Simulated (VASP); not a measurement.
Here is a VASP 6.6.1 calculation.

INCAR

```
PREC     = Accurate       # precision mode
ENCUT    = 520            # plane-wave cutoff, eV
EDIFF    = 1E-7           # SCF threshold, eV
ISMEAR   = 0              # smearing method
SIGMA    = 0.1            # smearing width, eV
LREAL    = Auto         
LASPH    = True           # aspherical terms in the spheres
NELM     = 60             # most SCF steps
ALGO     = Normal         # electronic algorithm
ISIF     = 2              # what is computed and relaxed
LWAVE    = False          # write WAVECAR
LCHARG   = False          # write CHGCAR
LDIPOL   = True         
IDIPOL   = 3            
DIPOL    = 0.5 0.5 0.328
GGA      = PE             # functional
NBANDS   = 128            # bands
```

The input KPOINTS:

```
Automatic mesh
0
Gamma
  4 4 1
```

File POSCAR:

```
W16N
1.0
    6.3673983408      0.0000000000      0.0000000000
    0.0000000000      6.3673983408      0.0000000000
    0.0000000000      0.0000000000     20.1425775155
W N
16 1
Direct
    0.2500000000      0.2500000000      0.1985843171
    0.2500000000      0.7500000000      0.1985843171
    0.7500000000      0.2500000000      0.1985843171
    0.7500000000      0.7500000000      0.1985843171
    0.0000000000      0.0000000000      0.2776134078
    0.0000000000      0.5000000000      0.2776134078
    0.5000000000      0.0000000000      0.2776134078
    0.5000000000      0.5000000000      0.2776134078
    0.2500000000      0.2500000000      0.3599451785
    0.2500000000      0.7500000000      0.3599451785
    0.7500000000      0.2500000000      0.3599451785
    0.7500000000      0.7500000000      0.3599451785
    0.0000000000      0.0000000000      0.4290700884
    0.0000000000      0.5000000000      0.4290700884
    0.5000000000      0.0000000000      0.4290700884
    0.5000000000      0.5000000000      0.4290700884
    0.0625000000      0.0625000000      0.5116991965
```

Potentials or basis: VASP PAW PBE potentials, release 64 (W_sv, N).

Command:

```bash
$ cat potpaw_PBE.64/W_sv/POTCAR potpaw_PBE.64/N/POTCAR > POTCAR
$ mpirun -np 1 vasp_std > vasp.out
```

Problem. What does it give for the largest force?

Solution. 2.640 eV/Å.

Problem. What does it give for the band gap on the k mesh?

Solution. Zero (an odd number of electrons rules out a gap without spin polarisation).

Forces on the atoms (eV/Å):
```
W   -0.018 -0.018  2.081
W    0.029 -0.015  2.101
W   -0.015  0.029  2.101
W   -0.062 -0.062  2.126
W    0.079  0.079 -2.637
W    0.035 -0.001 -2.028
W   -0.001  0.035 -2.028
W    0.027  0.027 -2.368
W    0.773  0.773 -0.790
W    0.856 -0.792 -0.498
W   -0.792  0.856 -0.498
W   -1.002 -1.002 -0.270
W   -0.017 -0.017  2.590
W   -0.010 -0.083  0.130
W   -0.083 -0.010  0.130
W   -0.131 -0.131 -0.425
N    0.332  0.332  0.283
```

Caveat: spin-orbit coupling is left out, which moves the levels of the heavy elements.
